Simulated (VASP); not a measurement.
# Cl (Cmce) in VASP: further runs, part 2 of 2

VASP 6.6.1. Earlier steps stand in the parts before.

## 4. Single point, LDA (30.79 Å³/atom)

This run uses another cell than the first one, of 30.79 Å³/atom.

INCAR reads:

```
SYSTEM = Cl
  ALGO = Normal
  EDIFF = 1E-6
  ENCUT = 520
  ISIF = 2
  ISMEAR = -1
  LASPH = .True.
  LCHARG = .False.
  LREAL = .False.
  LWAVE = .False.
  NBANDS = 22
  NELM = 100
  PREC = Accurate
  SIGMA = 0.05
```

KPOINTS reads:

```
k-points
0
Gamma
  7 7 4
  0 0 0
```

POSCAR reads:

```
Cl
1.0
    3.2066823265     -2.2941288504      0.0000000000
    3.2066823265      2.2941288504      0.0000000000
    0.0000000000      0.0000000000      8.3710212721
Cl
4
Direct
    0.3700000000      0.6300000000      0.4000000000
    0.1300000000      0.8700000000      0.9000000000
    0.6300000000      0.3700000000      0.6000000000
    0.8700000000      0.1300000000      0.1000000000
```

Potentials or basis: VASP PAW LDA potentials, release 64 (Cl).

Command:

```console
$ cat potpaw_LDA.64/Cl/POTCAR > POTCAR
$ mpirun -np 1 vasp_std > vasp.out
```

OUTCAR:

```text
SYSTEM = Cl
   EDIFF = 1E-6
   ENCUT = 520
   ISIF = 2
   ISMEAR = -1
   LASPH = .True.
   LREAL = .False.
   NELM = 100
   PREC = Accurate

 ion  position               nearest neighbor table
   1  0.370  0.630  0.400-   3 2.06
   2  0.130  0.870  0.900-   4 2.06
   3  0.630  0.370  0.600-   1 2.06
   4  0.870  0.130  0.100-   2 2.06

  LATTYP: Found a base centered orthorhombic cell.
 ALAT       =     4.5882577008
 B/A-ratio  =     1.3977777778
 C/A-ratio  =     1.8244444445

  Lattice vectors:

 A1 = (  -3.2066823265,  -2.2941288504,   0.0000000000)
 A2 = (   3.2066823265,  -2.2941288504,   0.0000000000)
 A3 = (   0.0000000000,   0.0000000000,   8.3710212721)

Analysis of symmetry for initial positions (statically):
=====================================================================
 Subroutine PRICEL returns:
 Original cell was already a primitive cell.

 Routine SETGRP: Setting up the symmetry group for a
 base centered orthorhombic supercell.

 Subroutine GETGRP returns: Found  8 space group operations
 (whereof  4 operations were pure point group operations)
 out of a pool of  8 trial point group operations.

The static configuration has the point symmetry C_2h.
 The point group associated with its full space group is D_2h.

Analysis of symmetry for dynamics (positions and initial velocities):
=====================================================================
 Subroutine PRICEL returns:
 Original cell was already a primitive cell.

 Routine SETGRP: Setting up the symmetry group for a
 base centered orthorhombic supercell.

 Subroutine GETGRP returns: Found  8 space group operations
 (whereof  4 operations were pure point group operations)
 out of a pool of  8 trial point group operations.

The dynamic configuration has the point symmetry C_2h.
 The point group associated with its full space group is D_2h.

 Subroutine INISYM returns: Found  8 space group operations
 (whereof  4 operations are pure point group operations),
[... 119 lines left out ...]
     AMIX     =   0.40;   BMIX     =  1.00
     AMIX_MAG =   1.60;   BMIX_MAG =  1.00
  volume/ion in A,a.u.               =      30.79       207.79
  Fermi-wavevector in a.u.,A,eV,Ry     =   0.999156  1.888132 13.582878  0.998313
  Thomas-Fermi vector in A             =   2.131428
   LORBIT       =      0    0 simple, 1 ext, 2 COOP (PROOUT), +10 PAW based schemes
   GGA     = CA    functional components
   LHFCALC =     F    Hartree Fock is set to
   AEXX    =    0.0000 exact exchange contribution
   IVDW    =     0    specifies the selected vdW correction
   LEPSILON=     F    determine dielectric tensor
   LRPA    =     F    only Hartree local field effects (RPA)
 non-spin polarized calculation
  energy-cutoff  :      520.00
  volume of cell :      123.16
 maximum number of plane-waves:      3341
 NGX is ok and might be reduce to    30
   NGX = 15   NGY = 15   NGZ = 31

 number of electron      27.9999996 magnetization

 Free energy of the ion-electron system (eV)
  ---------------------------------------------------
  ext. energy  EPLUGINS =         0.00000000
  ---------------------------------------------------
  free energy    TOTEN  =        -8.66421680 eV

  energy without entropy =       -8.66421680  energy(sigma->0) =       -8.66421680

 E-fermi :  -0.1360     XC(G=0):  -8.0514

 val. band max:       -1.2610210023   @ k =  -0.4286   0.4286   0.0000
 cond. band min:       0.8999903424   @ k =   0.0000   0.0000   0.0000
 fundamental gap:      2.1610113447
 Fermi energy:        -0.1359525630

 k-point     1 :       0.0000    0.0000    0.0000
  band No.  band energies     occupation
      1     -17.4254      2.00000
      2     -17.2385      2.00000
      3     -13.7219      2.00000
      4     -13.2509      2.00000
      5      -6.3570      2.00000
      6      -5.6299      2.00000
[... 589 lines left out ...]
     21       8.8467      0.00000
     22       9.2223      0.00000

 [... further k-points ...]

------------------------ aborting loop because EDIFF is reached ----------------------------------------

  FORCE on cell =-STRESS in cart. coord.  units (eV):
  Direction    XX          YY          ZZ          XY          YZ          ZX
  --------------------------------------------------------------------------------------
  -------------------------------------------------------------------------------------
  Total       -0.9872708     -3.1525708     -4.5871678      0.0000000     -0.0000000      0.0000000
  in kB      -12.8429473    -41.0103279    -59.6723332      0.0000000     -0.0000000      0.0000000
  external PRESSURE =     -37.8418695 kB  Pullay stress =       0.0000000 kB

 VOLUME and BASIS-vectors are now :
 -----------------------------------------------------------------------------
  energy-cutoff  :      520.00
  volume of cell :      123.16
      direct lattice vectors                 reciprocal lattice vectors
     3.206682327 -2.294128850  0.000000000     0.155924394 -0.217947654  0.000000000
     3.206682327  2.294128850  0.000000000     0.155924394  0.217947654  0.000000000
     0.000000000  0.000000000  8.371021272     0.000000000  0.000000000  0.119459737

 POSITION                                       TOTAL-FORCE (eV/Angst)
 -----------------------------------------------------------------------------------
      3.20668      0.59647      3.34841         0.000000     -0.606336      0.671569
      3.20668      1.69766      7.53392         0.000000      0.606336      0.671569
      3.20668     -0.59647      5.02261         0.000000      0.606336     -0.671569
      3.20668     -1.69766      0.83710         0.000000     -0.606336     -0.671569
 -----------------------------------------------------------------------------------
    total drift:                               -0.000000      0.000000     -0.000000

  FREE ENERGIE OF THE ION-ELECTRON SYSTEM (eV)
  ---------------------------------------------------
  free  energy   TOTEN  =        -8.6642167961 eV

  energy  without entropy=       -8.6642167958  energy(sigma->0) =       -8.66421680
```

Wall time 3.4 min (1 thread of AMD EPYC, shared host); peak memory 0.19 GiB.

What came out:

```
Free energy            : -8.6642 eV
Pressure               : -3.8 GPa
Largest force          : 0.905 eV/Å
Band gap on the k mesh : 2.16 eV (least direct gap 2.21 eV)
```

Forces in eV/Å, atoms in the order of the input:
```
Cl   0.000 -0.606  0.672
Cl   0.000  0.606  0.672
Cl   0.000  0.606 -0.672
Cl   0.000 -0.606 -0.672
```

Stress tensor (GPa, compression positive):
```
-1.28  0.00  0.00
 0.00 -4.10  0.00
 0.00  0.00 -5.97
```

Levels at points of the mesh, in eV from the valence-band top:
| k point | band 12 | band 13 | band 14 | band 15 | band 16 | band 17 |
| --- | --- | --- | --- | --- | --- | --- |
| (0.00, 0.00, 0.00) | -0.38 | -0.13 | -0.05 | 2.16 | 2.74 | 6.37 |
| (0.00, 0.00, 0.50) | -0.61 | -0.09 | -0.09 | 2.37 | 2.37 | 7.00 |

Caveat: the cell stands under tension; an odd mesh through Γ misses points on the zone boundary, where band edges can lie.

## 5. Single point, LDA

This run uses another cell than the first one, of 22.38 Å³/atom.

INCAR reads:

```
  PREC = Accurate
  ENCUT = 520
  EDIFF = 1E-7
  ISMEAR = -1
  SIGMA = 0.05
  LREAL = False
  LASPH = True
  NELM = 80
  ALGO = Normal
  ISIF = 2
  LWAVE = False
  LCHARG = False
  GGA = CA
  NBANDS = 22
```

KPOINTS reads:

```
regular mesh
0
Gamma
  7 7 4
```

POSCAR reads:

```
Cl
1.0
    3.0930185591     -1.8568509055      0.0000000000
    3.0930185591      1.8568509055      0.0000000000
    0.0000000000      0.0000000000      7.7926849847
Cl
4
Direct
    0.3623534277      0.6376465723      0.3865078345
    0.1376465723      0.8623534277      0.8865078345
    0.6376465723      0.3623534277      0.6134921655
    0.8623534277      0.1376465723      0.1134921655
```

Command:

```console
$ cat potpaw_LDA.64/Cl/POTCAR > POTCAR
$ mpirun -np 1 vasp_std > vasp.out
```

It took 35 s on 1 thread of Intel Xeon 6975P-C (Granite Rapids), shared host; peak memory 0.19 GiB.

It converged, with:

```yaml
Free_energy: -9.1324 eV
Pressure: -0.3 GPa
Largest_force: 0.123 eV/Å
Band_gap_on_the_k_mesh: 1.89 eV (least direct gap 1.90 eV)
```

Forces in eV/Å, atoms in the order of the input:
```
Cl   0.000 -0.058  0.109
Cl   0.000  0.058  0.109
Cl   0.000  0.058 -0.109
Cl   0.000 -0.058 -0.109
```

Stress tensor (GPa, compression positive):
```
-0.09  0.00  0.00
 0.00 -0.22  0.00
 0.00  0.00 -0.60
```

Levels at points of the mesh, in eV from the valence-band top:
| k point | band 11 | band 12 | band 13 | band 14 | band 15 | band 16 | band 17 | band 18 |
| --- | --- | --- | --- | --- | --- | --- | --- | --- |
| (0.00, 0.00, 0.00) | -1.45 | -0.73 | -0.37 | 0.00 | 1.90 | 2.96 | 6.70 | 6.84 |
| (0.00, 0.00, 0.50) | -1.34 | -1.34 | -0.17 | -0.17 | 2.30 | 2.30 | 7.11 | 7.11 |

Caveat: an odd mesh through Γ misses points on the zone boundary, where band edges can lie.

## 6. Single point, PBEsol+D3(BJ)

This run uses another cell than the first one, of 23.79 Å³/atom.

INCAR reads:

```
PREC = Accurate
ENCUT = 520
EDIFF = 1E-7
ISMEAR = -1
SIGMA = 0.05
LREAL = F
LASPH = T
NELM = 100
ALGO = Normal
ISIF = 2
LWAVE = F
LCHARG = T
GGA = PS
IVDW = 12
LELF = T
LVHAR = T
NBANDS = 22
```

KPOINTS reads:

```
Automatic mesh
0
Gamma
  7 7 4
```

POSCAR reads:

```
Cl
1.0
    3.1712942809     -1.9044010818      0.0000000000
    3.1712942809      1.9044010818      0.0000000000
    0.0000000000      0.0000000000      7.8784670791
Cl
4
Direct
    0.3674950977      0.6325049023      0.3877411178
    0.1325049023      0.8674950977      0.8877411178
    0.6325049023      0.3674950977      0.6122588822
    0.8674950977      0.1325049023      0.1122588822
```

Potentials or basis: VASP PAW PBE potentials, release 64 (Cl).

Command:

```console
$ cat potpaw_PBE.64/Cl/POTCAR > POTCAR
$ mpirun -np 1 vasp_std > vasp.out
```

Wall time 44 s (1 thread of Intel Xeon 6975P-C (Granite Rapids), shared host); peak memory 0.24 GiB.

The run converged. Its results:

```yaml
Free_energy: -8.6094 eV
Pressure: -0.3 GPa
Largest_force: 0.144 eV/Å
Band_gap_on_the_k_mesh: 2.05 eV
Dispersion_energy_per_atom: -0.146 eV
```

Forces in eV/Å, atoms in the order of the input:
```
Cl   0.000 -0.067  0.127
Cl   0.000  0.067  0.127
Cl   0.000  0.067 -0.127
Cl   0.000 -0.067 -0.127
```

Stress tensor (GPa, compression positive):
```
-0.05  0.00  0.00
 0.00 -0.19  0.00
 0.00  0.00 -0.61
```

Levels at points of the mesh, in eV from the valence-band top:
```csv
k point,band 10,band 11,band 12,band 13,band 14,band 15,band 16,band 17,band 18,band 19
"(0.00, 0.00, 0.00)",-2.15,-1.31,-0.59,-0.34,0.00,2.05,3.05,6.78,6.98,7.87
"(0.00, 0.00, 0.50)",-2.29,-1.17,-1.17,-0.16,-0.16,2.44,2.44,7.21,7.21,8.98
```

Caveat: the PAW data sets were made with another functional, which shifts forces and pressure a little; an odd mesh through Γ misses points on the zone boundary, where band edges can lie.

## 7. The runs side by side

| level | potentials or basis | cell | gap on the mesh (eV) | pressure (GPa) | largest force (eV/Å) |
| --- | --- | --- | --- | --- | --- |
| LDA | VASP PAW LDA potentials, release 64 (Cl) | a = 3.841, b = 3.841, c = 8.155 Å, angles 90.0, 90.0, 71.2°, 4 atoms, atomic positions A | 2.43 | -2.3 | 0.12 |
| LDA | VASP PAW LDA potentials, release 64 (Cl) | a = 3.893, b = 3.893, c = 8.264 Å, angles 90.0, 90.0, 71.2°, 4 atoms, atomic positions A | 2.29 | -3.1 | 0.52 |
| LDA | VASP PAW LDA potentials, release 64 (Cl) | a = 3.943, b = 3.943, c = 8.371 Å, angles 90.0, 90.0, 71.2°, 4 atoms, atomic positions A | 2.16 | -3.8 | 0.90 |
| LDA | VASP PAW LDA potentials, release 64 (Cl) | a = 3.608, b = 3.608, c = 7.793 Å, angles 90.0, 90.0, 62.0°, 4 atoms, atomic positions B | 1.89 | -0.3 | 0.12 |
| PBEsol+D3(BJ) | VASP PAW PBE potentials, release 64 (Cl) | a = 3.699, b = 3.699, c = 7.878 Å, angles 90.0, 90.0, 62.0°, 4 atoms, atomic positions C | 2.05 | -0.3 | 0.14 |

Alike in all rows: task single point; no spin polarisation; k mesh 7 × 7 × 4; cutoff (eV) 520; smearing fermi-dirac 0.05 eV.

Caveats: an odd mesh through Γ misses points on the zone boundary, where band edges can lie; the cell stands under tension (at least some runs); the PAW data sets were made with another functional, which shifts forces and pressure a little (at least some runs).

Total energies depend on the potentials used, so only differences within one code and one set of settings carry meaning.
